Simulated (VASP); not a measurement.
# BaS (P1) in VASP: a series of runs

The runs below take BaS through single point, with PBE.

All numbers are computed with VASP 6.6.1; they aren't measurements. Logs are shortened: lines on timing, memory, paths and dates and some standing lists are left out, and cuts for length are marked.

**1. The cell of the first run**

The typed cell holds 2 atoms: a = 4.378 Å, b = 4.378 Å, c = 4.378 Å, α = 60.00°, β = 60.00°, γ = 60.00°.

**2. Single point, PBE**

INCAR

```
SYSTEM = BaS
PREC     = Accurate       ! precision mode
ENCUT    = 500            ! plane-wave cutoff, eV
EDIFF    = 1E-6           ! SCF threshold, eV
ISMEAR   = 0              ! smearing method
SIGMA    = 0.01           ! smearing width, eV
LREAL    = .False.        ! projectors in reciprocal space
LASPH    = .True.         ! aspherical terms in the spheres
NELM     = 120            ! most SCF steps
ALGO     = Normal         ! electronic algorithm
ISIF     = 2              ! what is computed and relaxed
LWAVE    = .False.        ! write WAVECAR
LCHARG   = .False.        ! write CHGCAR
GGA      = PE             ! functional
NBANDS   = 15             ! bands
GGA_COMPAT= .False.
```

KPOINTS

```
Automatic mesh
0
Gamma
  1 1 1
  0.5 0.5 0.5
```

POSCAR

```
BaS
1.0
    0.0000000000      3.0954921000      3.0954921000
    3.0954921000      0.0000000000      3.0954921000
    3.0954921000      3.0954921000      0.0000000000
Ba S
1 1
Direct
    0.0000000000      0.0000000000      0.0000000000
    0.5357832400      0.5057087800      0.4336210200
```

Potentials or basis: VASP PAW PBE potentials, release 64 (Ba_sv, S).

On the command line:

```bash
$ cat potpaw_PBE.64/Ba_sv/POTCAR potpaw_PBE.64/S/POTCAR > POTCAR
$ mpirun -np 1 vasp_std > vasp.out
```

OUTCAR:

```text
SYSTEM = BaS
   PREC = Accurate
   ENCUT = 500
   EDIFF = 1E-6
   ISMEAR = 0
   LREAL = .False.
   LASPH = .True.
   NELM = 120
   ISIF = 2
   GGA = PE

 ion  position               nearest neighbor table
   1  0.000  0.000  0.000-   2 2.91   2 2.97   2 3.01   2 3.20   2 3.23   2 3.29
   2  0.536  0.506  0.434-   1 2.91   1 2.97   1 3.01   1 3.20   1 3.23   1 3.29

  LATTYP: Found a face centered cubic cell.
 ALAT       =     6.1909842000

  Lattice vectors:

 A1 = (   0.0000000000,   3.0954921000,   3.0954921000)
 A2 = (   3.0954921000,   0.0000000000,   3.0954921000)
 A3 = (   3.0954921000,   3.0954921000,   0.0000000000)

Analysis of symmetry for initial positions (statically):
=====================================================================
 Subroutine PRICEL returns:
 Original cell was already a primitive cell.

 Routine SETGRP: Setting up the symmetry group for a
 face centered cubic supercell.

 Subroutine GETGRP returns: Found  1 space group operations
 (whereof  1 operations were pure point group operations)
 out of a pool of 48 trial point group operations.

The static configuration has the point symmetry C_1 .

Analysis of symmetry for dynamics (positions and initial velocities):
=====================================================================
 Subroutine PRICEL returns:
 Original cell was already a primitive cell.

 Routine SETGRP: Setting up the symmetry group for a
 face centered cubic supercell.

 Subroutine GETGRP returns: Found  1 space group operations
 (whereof  1 operations were pure point group operations)
 out of a pool of 48 trial point group operations.

The dynamic configuration has the point symmetry C_1 .

 Subroutine INISYM returns: Found  1 space group operations
 (whereof  1 operations are pure point group operations),
 and found     1 'primitive' translations

----------------------------------------------------------------------------------------

                                     Primitive cell

  volume of cell :      59.3225

  direct lattice vectors                    reciprocal lattice vectors
     0.000000000  3.095492100  3.095492100    -0.161525206  0.161525206  0.161525206
     3.095492100  0.000000000  3.095492100     0.161525206 -0.161525206  0.161525206
     3.095492100  3.095492100  0.000000000     0.161525206  0.161525206 -0.161525206

  length of vectors
     4.377686910  4.377686910  4.377686910     0.279769864  0.279769864  0.279769864

  position of ions in fractional coordinates (direct lattice)
     0.000000000  0.000000000  0.000000000
     0.535783240  0.505708780  0.433621020

  ion indices of the primitive-cell ions
   primitive index   ion index
                 1           1
                 2           2

----------------------------------------------------------------------------------------

 KPOINTS: Automatic mesh

Automatic generation of k-mesh.
 Grid dimensions read from file:
 generate k-points for:    1    1    1

 Generating k-lattice:

  Cartesian coordinates                     Fractional coordinates (reciprocal lattice)
    -0.161525206  0.161525206  0.161525206     1.000000000  0.000000000  0.000000000
     0.161525206 -0.161525206  0.161525206     0.000000000  1.000000000  0.000000000
     0.161525206  0.161525206 -0.161525206     0.000000000  0.000000000  1.000000000

  Length of vectors
     0.279769864  0.279769864  0.279769864

  Shift w.r.t. Gamma in fractional coordinates (k-lattice)
     0.500000000  0.500000000  0.500000000

 Subroutine IBZKPT returns following result:
 ===========================================

 Found      4 irreducible k-points:

 Following reciprocal coordinates:
            Coordinates               Weight
  0.500000  0.500000  0.500000      1.000000
  0.500000  0.000000  0.000000      1.000000
  0.000000  0.000000  0.500000      1.000000
  0.000000  0.500000  0.000000      1.000000
   k-points           NKPTS =      4   k-points in BZ     NKDIM =      4   number of bands    NBANDS=     15
   number of dos      NEDOS =    301   number of ions     NIONS =      2
   total plane-waves  NPLWV =  32768
   dimension x,y,z NGX =    32 NGY =   32 NGZ =   32
   dimension x,y,z NGXF=    64 NGYF=   64 NGZF=   64
   ions per type =               1   1
   NGX,Y,Z   is equivalent  to a cutoff of  12.15, 12.15, 12.15 a.u.
   NGXF,Y,Z  is equivalent  to a cutoff of  24.30, 24.30, 24.30 a.u.
 SYSTEM =  BaS
   PREC   = accura    normal or accurate (medium, high low for compatibility)
   ISTART =      0    job   : 0-new  1-cont  2-samecut
   ICHARG =      2    charge: 1-file 2-atom 10-const
   ISPIN  =      1    spin polarized calculation?
   LNONCOLLINEAR =      F non collinear calculations
   LSORBIT =      F    spin-orbit coupling
   LASPH  =      T    aspherical Exc in radial PAW
   ENCUT  =  500.0 eV  36.75 Ry    6.06 a.u.   7.98  7.98  7.98*2*pi/ulx,y,z
   NELM   =    120;   NELMIN=  2; NELMDL= -5     # of ELM steps
   EDIFF  = 0.1E-05   stopping-criterion for ELM
   LREAL  =      F    real-space projection
   EDIFFG = 0.1E-04   stopping-criterion for IOM
   NSW    =      0    number of steps for IOM
   IBRION =     -1    ionic relax: 0-MD 1-quasi-New 2-CG
   NFREE  =      0    steps in history (QN), initial steepest desc. (CG)
   ISIF   =      2    stress and relaxation
   ISYM   =      2    0-nonsym 1-usesym 2-fastsym
   POTIM  = 0.5000    time-step for ionic-motion
   TEBEG  =    0.0;   TEEND  =   0.0 temperature during run
   PSTRESS=    0.0 pullay stress
   NELECT =      16.0000    total number of electrons
   NUPDOWN=      -1.0000    fix difference up-down
   EMIN   =  10.00;   EMAX   =-10.00  energy-range for DOS
   EFERMI =   0.00;   METHOD = LEGACY
   ISMEAR =     0;   SIGMA  =   0.01  broadening in eV -4-tet -1-fermi 0-gaus
   EFERMI_NEDOS =   21; number of points for ismear=-14 and -15
   IALGO  =     38    algorithm
   IMIX   =      4    mixing-type and parameters
     AMIX     =   0.40;   BMIX     =  1.00
     AMIX_MAG =   1.60;   BMIX_MAG =  1.00
  volume/ion in A,a.u.               =      29.66       200.16
  Fermi-wavevector in a.u.,A,eV,Ry     =   1.057731  1.998821 15.222121  1.118794
  Thomas-Fermi vector in A             =   2.193014
   LORBIT       =      0    0 simple, 1 ext, 2 COOP (PROOUT), +10 PAW based schemes
   GGA     = PE    functional components
   LHFCALC =     F    Hartree Fock is set to
   AEXX    =    0.0000 exact exchange contribution
   IVDW    =     0    specifies the selected vdW correction
   LEPSILON=     F    determine dielectric tensor
   LRPA    =     F    only Hartree local field effects (RPA)
 non-spin polarized calculation
 Gauss-broadening in eV      SIGMA  =   0.01
  energy-cutoff  :      500.00
  volume of cell :       59.32
 maximum number of plane-waves:      1502
 NGX is ok and might be reduce to    32
   NGX = 15   NGY = 15   NGZ = 15

 number of electron      16.0000001 magnetization

 Free energy of the ion-electron system (eV)
  ---------------------------------------------------
  ext. energy  EPLUGINS =         0.00000000
  ---------------------------------------------------
  free energy    TOTEN  =       -12.81629775 eV

  energy without entropy =      -12.81629775  energy(sigma->0) =      -12.81629775

 E-fermi :   0.5763     XC(G=0):  -9.0641

 val. band max:        0.4958267426   @ k =   0.0000   0.5000   0.0000
 cond. band min:       7.4524166903   @ k =   0.5000   0.0000   0.0000
 fundamental gap:      6.9565899477
 Fermi energy:         0.5763114330

 k-point     1 :       0.5000    0.5000    0.5000
  band No.  band energies     occupation
      1     -23.7502      2.00000
      2     -10.6957      2.00000
      3      -8.9212      2.00000
      4      -8.8989      2.00000
      5      -7.0735      2.00000
      6      -0.3903      2.00000
      7       0.4183      2.00000
      8       0.4754      2.00000
      9       7.4793      0.00000
     10       7.8427      0.00000
     11       8.5102      0.00000
     12       8.7037      0.00000
     13      10.5330      0.00000
     14      10.7469      0.00000
     15      12.0948      0.00000

 k-point     2 :       0.5000    0.0000    0.0000
  band No.  band energies     occupation
      1     -23.7506      2.00000
      2     -10.6824      2.00000
      3      -8.9252      2.00000
      4      -8.8955      2.00000
      5      -7.0879      2.00000
      6      -0.3901      2.00000
      7       0.4095      2.00000
      8       0.4528      2.00000
      9       7.4524      0.00000
     10       7.9533      0.00000
     11       8.4983      0.00000
     12       8.7039      0.00000
     13      10.5426      0.00000
     14      10.8728      0.00000
     15      11.9868      0.00000

 k-point     3 :       0.0000    0.0000    0.5000
  band No.  band energies     occupation
      1     -23.7524      2.00000
      2     -10.6240      2.00000
      3      -8.9211      2.00000
      4      -8.8990      2.00000
      5      -7.1523      2.00000
      6      -0.3886      2.00000
      7       0.3498      2.00000
      8       0.3621      2.00000
      9       7.4807      0.00000
     10       8.2975      0.00000
     11       8.5750      0.00000
     12       8.6211      0.00000
     13      10.8080      0.00000
     14      11.2151      0.00000
     15      11.7148      0.00000

 k-point     4 :       0.0000    0.5000    0.0000
  band No.  band energies     occupation
      1     -23.7498      2.00000
      2     -10.7076      2.00000
      3      -8.9118      2.00000
      4      -8.9077      2.00000
      5      -7.0605      2.00000
      6      -0.3902      2.00000
      7       0.4256      2.00000
      8       0.4958      2.00000
      9       7.5406      0.00000
     10       7.7131      0.00000
     11       8.5073      0.00000
     12       8.7117      0.00000
     13      10.5503      0.00000
     14      10.6170      0.00000
     15      12.1881      0.00000

------------------------ aborting loop because EDIFF is reached ----------------------------------------

  FORCE on cell =-STRESS in cart. coord.  units (eV):
  Direction    XX          YY          ZZ          XY          YZ          ZX
  --------------------------------------------------------------------------------------
  -------------------------------------------------------------------------------------
  Total       -2.2955576     -2.5704714     -2.4926249     -0.0885817      0.0597902      0.1207760
  in kB      -61.9982857    -69.4231427    -67.3206676     -2.3924090      1.6148113      3.2619124
  external PRESSURE =     -66.2473654 kB  Pullay stress =       0.0000000 kB

 VOLUME and BASIS-vectors are now :
 -----------------------------------------------------------------------------
  energy-cutoff  :      500.00
  volume of cell :       59.32
      direct lattice vectors                 reciprocal lattice vectors
     0.000000000  3.095492100  3.095492100    -0.161525206  0.161525206  0.161525206
     3.095492100  0.000000000  3.095492100     0.161525206 -0.161525206  0.161525206
     3.095492100  3.095492100  0.000000000     0.161525206  0.161525206 -0.161525206

 POSITION                                       TOTAL-FORCE (eV/Angst)
 -----------------------------------------------------------------------------------
      0.00000      0.00000      0.00000        -1.681741     -0.827510      1.130120
      2.90769      3.00078      3.22393         1.681741      0.827510     -1.130120
 -----------------------------------------------------------------------------------
    total drift:                               -0.000055     -0.000012      0.000090

  FREE ENERGIE OF THE ION-ELECTRON SYSTEM (eV)
  ---------------------------------------------------
  free  energy   TOTEN  =       -12.8162977531 eV

  energy  without entropy=      -12.8162977531  energy(sigma->0) =      -12.81629775
```

Wall time 10 s (1 thread of Intel Xeon Platinum 8375C at 2.90GHz (Ice Lake), shared host); peak memory 0.16 GiB.

What came out:

```yaml
Free_energy: -12.8163 eV
Pressure: -6.6 GPa
Largest_force: 2.189 eV/Å
Band_gap_on_the_k_mesh: 6.96 eV, indirect (least direct gap 7.00 eV)
```

Forces on the atoms (eV/Å):
```
Ba  -1.682 -0.828  1.130
S    1.682  0.828 -1.130
```

Levels at points of the mesh, in eV from the valence-band top:
| k point | band 5 | band 6 | band 7 | band 8 | band 9 | band 10 | band 11 | band 12 |
| --- | --- | --- | --- | --- | --- | --- | --- | --- |
| (0.50, 0.50, 0.50) | -7.57 | -0.89 | -0.08 | -0.02 | 6.98 | 7.35 | 8.01 | 8.21 |
| (0.50, 0.00, 0.00) | -7.58 | -0.89 | -0.09 | -0.04 | 6.96 | 7.46 | 8.00 | 8.21 |
| (0.00, 0.00, 0.50) | -7.65 | -0.88 | -0.15 | -0.13 | 6.98 | 7.80 | 8.08 | 8.13 |
| (0.00, 0.50, 0.00) | -7.56 | -0.89 | -0.07 | 0.00 | 7.04 | 7.22 | 8.01 | 8.22 |

Caveat: the k points lie up to 1.76 Å⁻¹ apart; spin-orbit coupling is left out, which moves the levels of the heavy elements; forces of over 1 eV/Å act on the atoms, so gaps and moduli don't describe the material at rest.

**3. Single point, PBE**

This run uses another cell than the first one, of 31.55 Å³/atom, 1.064 times its volume.

INCAR

```
PREC = Accurate
ENCUT = 500
EDIFF = 1E-6
ISMEAR = 0
SIGMA = 0.01
LREAL = F
LASPH = T
NELM = 120
ALGO = Normal
ISIF = 2
LWAVE = F
LCHARG = F
GGA = PE
NBANDS = 15
GGA_COMPAT = F
```

KPOINTS

```
Automatic mesh
0
Gamma
  2 2 2
```

POSCAR

```
BaS
1.0
    0.0000000000      3.1600000000      3.1600000000
    3.1600000000      0.0000000000      3.1600000000
    3.1600000000      3.1600000000      0.0000000000
Ba S
1 1
Direct
    0.0000000000      0.0000000000      0.0000000000
    0.5357832400      0.5057087800      0.4336210200
```

Potentials or basis: VASP PAW PBE potentials, release 64 (Ba_sv, S).

On the command line:

```bash
$ cat potpaw_PBE.64/Ba_sv/POTCAR potpaw_PBE.64/S/POTCAR > POTCAR
$ mpirun -np 1 vasp_std > vasp.out
```

Run time: 12 s. Hardware: 1 thread of Intel Xeon Platinum 8375C at 2.90GHz (Ice Lake), shared host; peak memory 0.19 GiB.

It converged, with:

- Free energy: -9.8550 eV
- Pressure: 4.4 GPa
- Largest force: 0.065 eV/Å
- Band gap on the k mesh: 2.17 eV, indirect (least direct gap 2.22 eV)

Forces on the atoms (eV/Å):
```
Ba  -0.061  0.020 -0.007
S    0.061 -0.020  0.007
```

Stress tensor (GPa, compression positive):
```
5.37 0.00 0.00
0.00 3.66 0.00
0.00 0.00 4.16
```

Levels at points of the mesh, in eV from the valence-band top:
| k point | band 4 | band 5 | band 6 | band 7 | band 8 | band 9 | band 10 | band 11 | band 12 | band 13 |
| --- | --- | --- | --- | --- | --- | --- | --- | --- | --- | --- |
| (0.00, 0.00, 0.00) | -11.10 | -10.22 | -0.04 | -0.02 | 0.00 | 3.75 | 3.85 | 3.93 | 4.08 | 4.90 |
| (0.50, 0.00, 0.00) | -11.14 | -8.94 | -1.94 | -1.07 | -1.04 | 5.40 | 5.84 | 6.30 | 6.46 | 8.43 |
| (0.00, 0.50, 0.00) | -11.14 | -8.92 | -1.94 | -1.06 | -1.01 | 5.48 | 5.63 | 6.31 | 6.47 | 8.43 |
| (0.00, 0.00, 0.50) | -11.14 | -8.98 | -1.95 | -1.12 | -1.11 | 5.43 | 6.13 | 6.36 | 6.40 | 8.68 |
| (0.50, 0.50, 0.50) | -11.14 | -8.93 | -1.94 | -1.06 | -1.02 | 5.43 | 5.74 | 6.31 | 6.46 | 8.42 |
| (0.50, 0.50, 0.00) | -11.31 | -10.07 | -0.41 | -0.22 | -0.05 | 2.26 | 6.05 | 6.13 | 7.49 | 7.60 |
| (0.00, 0.50, 0.50) | -11.31 | -10.05 | -0.38 | -0.15 | -0.05 | 2.17 | 6.04 | 6.16 | 7.29 | 7.59 |
| (0.50, 0.00, 0.50) | -11.31 | -10.07 | -0.42 | -0.24 | -0.05 | 2.30 | 6.06 | 6.12 | 7.55 | 7.60 |

Caveat: the k points lie up to 0.86 Å⁻¹ apart; spin-orbit coupling is left out, which moves the levels of the heavy elements. A k mesh can miss the band edges.
